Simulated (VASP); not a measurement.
**Pb: single point with PBE+D4**

Pb:

```
Pb
1.0
     0.00000    2.49141    2.49141
     2.49141    0.00000    2.49141
     2.49141    2.49141    0.00000
Pb
1
Direct
  0.00000 0.00000 0.00000
```

```
Program                : VASP 6.6.1
Task                   : single point
Functional             : PBE
Dispersion             : D4
Potentials or basis    : VASP PAW PBE potentials, release 64 (Pb_d)
Cutoff                 : 520 eV
k mesh                 : 9 × 9 × 9
Occupations            : fermi-dirac, width 0.05 eV
Spin                   : no spin polarisation
Dipole correction      : no
Further INCAR settings : ALGO = Normal; EDIFF = 1e-06; NBANDS = 13
```

| Quantity | Value |
| --- | --- |
| Pressure | -0.9 GPa |
| Band gap on the k mesh | zero (band 7 reaches 14.32 eV, above the bottom of band 8 at 5.56 eV) |
| Dispersion energy per atom | -0.423 eV |

Levels at points of the mesh, in eV from the Fermi level:
```tsv
k point	band 3	band 4	band 5	band 6	band 7	band 8	band 9	band 10	band 11	band 12
(0.00, 0.00, 0.00)	-16.93	-16.80	-16.80	-11.49	7.40	7.40	7.40	9.88	11.22	12.47
```

It took 9.2 s on 1 thread of Intel(R) Xeon(R) Platinum 8488C (Sapphire Rapids), with other jobs on the host, peak memory 0.14 GiB.

Caveat: spin-orbit coupling is left out, which moves the levels of the heavy elements; pairwise dispersion overbinds metals, which lowers pressure and volume.
